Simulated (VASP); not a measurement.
# ZnS (P1) in VASP: single point with PBE

Aim: the single point of ZnS with PBE.

Program: VASP 6.6.1. These are calculated values, not measurements. Logs are shortened: lines on timing, memory, paths and dates and some standing lists are left out, and cuts for length are marked.

**1. The cell of the first run**

The typed cell holds 4 atoms: a = 3.845 Å, b = 3.845 Å, c = 6.305 Å, α = 90.00°, β = 90.00°, γ = 120.00°.

**2. Single point, PBE (atom 3 (S) moved -0.090 Å towards its neighbour atom 3 (S) at 3.845 Å)**

Contents of INCAR:

```
  PREC = Accurate
  ENCUT = 520
  EDIFF = 1E-6
  ISMEAR = 0
  SIGMA = 0.05
  LREAL = False
  LASPH = True
  NELM = 80
  ALGO = Normal
  ISIF = 2
  LWAVE = False
  LCHARG = False
  GGA = PE
  NBANDS = 26
```

Contents of KPOINTS:

```
Automatic mesh
0
Gamma
  12 12 4
```

Contents of POSCAR:

```
ZnS
1.0
    3.8454929889      0.0000000000      0.0000000000
   -1.9227464944      3.3302946184      0.0000000000
    0.0000000000      0.0000000000      6.3053333047
Zn S
2 2
Direct
    0.3333333333      0.6666666667      0.0052197899
    0.6666666667      0.3333333333      0.5052197899
    0.3567373547      0.6900706880      0.3797802101
    0.6666666667      0.3333333333      0.8797802101
```

Potentials or basis: VASP PAW PBE potentials, release 64 (Zn, S).

Command:

```console
$ cat potpaw_PBE.64/Zn/POTCAR potpaw_PBE.64/S/POTCAR > POTCAR
$ mpirun -np 1 vasp_std > vasp.out
```

OUTCAR:

```text
PREC = Accurate
   ENCUT = 520
   EDIFF = 1E-6
   ISMEAR = 0
   LREAL = False
   LASPH = True
   NELM = 80
   ISIF = 2
   GGA = PE

 ion  position               nearest neighbor table
   1  0.333  0.667  0.005-   4 2.36   4 2.36   4 2.36   3 2.36
   2  0.667  0.333  0.505-   3 2.28   3 2.36   4 2.36   3 2.43
   3  0.357  0.690  0.380-   2 2.28   2 2.36   1 2.36   2 2.43
   4  0.667  0.333  0.880-   1 2.36   1 2.36   1 2.36   2 2.36

  LATTYP: Found a hexagonal cell.
 ALAT       =     3.8454929889
 C/A-ratio  =     1.6396683918

  Lattice vectors:

 A1 = (   3.8454929889,   0.0000000000,   0.0000000000)
 A2 = (  -1.9227464944,   3.3302946184,   0.0000000000)
 A3 = (   0.0000000000,   0.0000000000,   6.3053333047)

Analysis of symmetry for initial positions (statically):
=====================================================================
 Subroutine PRICEL returns:
 Original cell was already a primitive cell.

 Routine SETGRP: Setting up the symmetry group for a
 hexagonal supercell.

 Subroutine GETGRP returns: Found  1 space group operations
 (whereof  1 operations were pure point group operations)
 out of a pool of 24 trial point group operations.

The static configuration has the point symmetry C_1 .

Analysis of symmetry for dynamics (positions and initial velocities):
=====================================================================
 Subroutine PRICEL returns:
 Original cell was already a primitive cell.

 Routine SETGRP: Setting up the symmetry group for a
 hexagonal supercell.

 Subroutine GETGRP returns: Found  1 space group operations
 (whereof  1 operations were pure point group operations)
 out of a pool of 24 trial point group operations.

The dynamic configuration has the point symmetry C_1 .

 Subroutine INISYM returns: Found  1 space group operations
 (whereof  1 operations are pure point group operations),
 and found     1 'primitive' translations

----------------------------------------------------------------------------------------

                                     Primitive cell

  volume of cell :      80.7500

  direct lattice vectors                    reciprocal lattice vectors
     3.845492989  0.000000000  0.000000000     0.260044682  0.150136867  0.000000000
    -1.922746494  3.330294618  0.000000000     0.000000000  0.300273734  0.000000000
     0.000000000  0.000000000  6.305333305     0.000000000  0.000000000  0.158595898

  length of vectors
     3.845492989  3.845492989  6.305333305     0.300273734  0.300273734  0.158595898

[... 85 lines left out ...]
   LREAL  =      F    real-space projection
   EDIFFG = 0.1E-04   stopping-criterion for IOM
   NSW    =      0    number of steps for IOM
   IBRION =     -1    ionic relax: 0-MD 1-quasi-New 2-CG
   NFREE  =      0    steps in history (QN), initial steepest desc. (CG)
   ISIF   =      2    stress and relaxation
   ISYM   =      2    0-nonsym 1-usesym 2-fastsym
   POTIM  = 0.5000    time-step for ionic-motion
   TEBEG  =    0.0;   TEEND  =   0.0 temperature during run
   PSTRESS=    0.0 pullay stress
   NELECT =      36.0000    total number of electrons
   NUPDOWN=      -1.0000    fix difference up-down
   EMIN   =  10.00;   EMAX   =-10.00  energy-range for DOS
   EFERMI =   0.00;   METHOD = LEGACY
   ISMEAR =     0;   SIGMA  =   0.05  broadening in eV -4-tet -1-fermi 0-gaus
   EFERMI_NEDOS =   21; number of points for ismear=-14 and -15
   IALGO  =     38    algorithm
   IMIX   =      4    mixing-type and parameters
     AMIX     =   0.40;   BMIX     =  1.00
     AMIX_MAG =   1.60;   BMIX_MAG =  1.00
  volume/ion in A,a.u.               =      20.19       136.23
  Fermi-wavevector in a.u.,A,eV,Ry     =   1.250628  2.363344 21.280464  1.564070
  Thomas-Fermi vector in A             =   2.384613
   LORBIT       =      0    0 simple, 1 ext, 2 COOP (PROOUT), +10 PAW based schemes
   GGA     = PE    functional components
   LHFCALC =     F    Hartree Fock is set to
   AEXX    =    0.0000 exact exchange contribution
   IVDW    =     0    specifies the selected vdW correction
   LEPSILON=     F    determine dielectric tensor
   LRPA    =     F    only Hartree local field effects (RPA)
 non-spin polarized calculation
 Gauss-broadening in eV      SIGMA  =   0.05
  energy-cutoff  :      520.00
  volume of cell :       80.75
 maximum number of plane-waves:      2208
 NGX is ok and might be reduce to    30
   NGX = 15   NGY = 15   NGZ = 23

 number of electron      36.0000012 magnetization

 Free energy of the ion-electron system (eV)
  ---------------------------------------------------
  ext. energy  EPLUGINS =         0.00000000
  ---------------------------------------------------
  free energy    TOTEN  =       -13.66913663 eV

  energy without entropy =      -13.66913663  energy(sigma->0) =      -13.66913663

 E-fermi :   2.1999     XC(G=0):  -9.5158

 val. band max:        1.9285070327   @ k =   0.0000   0.0000   0.0000
 cond. band min:       3.9931490278   @ k =   0.0000   0.0000   0.0000
 fundamental gap:      2.0646419951
 Fermi energy:         2.1998990197

 k-point     1 :       0.0000    0.0000    0.0000
  band No.  band energies     occupation
      1     -11.0983      2.00000
      2     -10.2095      2.00000
      3      -4.3785      2.00000
      4      -4.3439      2.00000
      5      -4.3173      2.00000
      6      -4.2691      2.00000
[... 685 lines left out ...]
     25      10.1870      0.00000
     26      10.5216      0.00000

 [... further k-points ...]

------------------------ aborting loop because EDIFF is reached ----------------------------------------

  FORCE on cell =-STRESS in cart. coord.  units (eV):
  Direction    XX          YY          ZZ          XY          YZ          ZX
  --------------------------------------------------------------------------------------
  -------------------------------------------------------------------------------------
  Total       -0.3110360      0.6171866      0.0903162     -0.2207207      0.2762235      0.0977602
  in kB       -6.1713265     12.2457198      1.7919813     -4.3793629      5.4806051      1.9396795
  external PRESSURE =       2.6221249 kB  Pullay stress =       0.0000000 kB

 VOLUME and BASIS-vectors are now :
 -----------------------------------------------------------------------------
  energy-cutoff  :      520.00
  volume of cell :       80.75
      direct lattice vectors                 reciprocal lattice vectors
     3.845492989  0.000000000  0.000000000     0.260044682  0.150136867  0.000000000
    -1.922746494  3.330294618  0.000000000     0.000000000  0.300273734  0.000000000
     0.000000000  0.000000000  6.305333305     0.000000000  0.000000000  0.158595898

 POSITION                                       TOTAL-FORCE (eV/Angst)
 -----------------------------------------------------------------------------------
     -0.00000      2.22020      0.03291         0.013251      0.024967      0.006461
      1.92275      1.11010      3.18558         0.173563      0.446000      0.044056
      0.04500      2.29814      2.39464        -0.209152     -0.515114     -0.051592
      1.92275      1.11010      5.54731         0.022338      0.044147      0.001075
 -----------------------------------------------------------------------------------
    total drift:                                0.000016      0.000005     -0.000233

  FREE ENERGIE OF THE ION-ELECTRON SYSTEM (eV)
  ---------------------------------------------------
  free  energy   TOTEN  =       -13.6691366312 eV

  energy  without entropy=      -13.6691366312  energy(sigma->0) =      -13.66913663
```

OSZICAR:

```text
N       E                     dE             d eps       ncg     rms          rms(c)
DAV:   1     0.243450194008E+03    0.24345E+03   -0.17026E+04 15184   0.165E+03
DAV:   2     0.101697117259E+02   -0.23328E+03   -0.22305E+03 15624   0.348E+02
DAV:   3    -0.139379396524E+02   -0.24108E+02   -0.23858E+02 18228   0.111E+02
DAV:   4    -0.145198461229E+02   -0.58191E+00   -0.58064E+00 17652   0.174E+01
DAV:   5    -0.145288834168E+02   -0.90373E-02   -0.90351E-02 18528   0.214E+00    0.939E+00
DAV:   6    -0.136780511578E+02    0.85083E+00   -0.16397E+00 22842   0.366E+01    0.726E+00
DAV:   7    -0.136738617074E+02    0.41895E-02   -0.11788E+00 16188   0.635E+00    0.338E+00
DAV:   8    -0.136681324714E+02    0.57292E-02   -0.35424E-02 18924   0.190E+00    0.922E-01
DAV:   9    -0.136687489909E+02   -0.61652E-03   -0.82306E-03 20822   0.136E+00    0.220E-01
DAV:  10    -0.136689122663E+02   -0.16328E-03   -0.64674E-04 17520   0.336E-01    0.916E-02
DAV:  11    -0.136691341361E+02   -0.22187E-03   -0.35375E-04 15660   0.160E-01    0.569E-02
DAV:  12    -0.136691334645E+02    0.67156E-06   -0.16145E-05 19010   0.910E-02    0.700E-03
DAV:  13    -0.136691354819E+02   -0.20173E-05   -0.30533E-06 15718   0.218E-02    0.810E-03
DAV:  14    -0.136691366002E+02   -0.11183E-05   -0.22724E-06 13500   0.168E-02    0.243E-03
DAV:  15    -0.136691366312E+02   -0.31024E-07   -0.13545E-07  8610   0.717E-03
   1 F= -.13669137E+02 E0= -.13669137E+02  d E =-.786070E-17
```

stdout:

```text
POSCAR found type information on POSCAR ZnS
 POSCAR found :  2 types and       4 ions
 scaLAPACK will be used
 LDA part: xc-table for (Slater+PW92), standard interpolation
 POSCAR, INCAR and KPOINTS ok, starting setup
 FFT: planning ... GRIDC
 FFT: planning ... GRID_SOFT
 FFT: planning ... GRID
 WAVECAR not read
 entering main loop
```

It took 9.7 min on 1 thread of Intel Xeon Platinum 8259CL at 2.50GHz (Skylake/Cascade Lake), shared host; peak memory 0.58 GiB.

What came out:

```
Free energy            : -13.6691 eV
Pressure               : 0.3 GPa
Largest force          : 0.558 eV/Å
Band gap on the k mesh : 2.06 eV
```

Forces on the atoms (eV/Å):
```
Zn   0.013  0.025  0.006
Zn   0.174  0.446  0.044
S   -0.209 -0.515 -0.052
S    0.022  0.044  0.001
```

Caveat: the cell differs from its parent crystal (atom 3 (S) moved -0.090 Å towards its neighbour atom 3 (S) at 3.845 Å). A k mesh can miss the band edges.
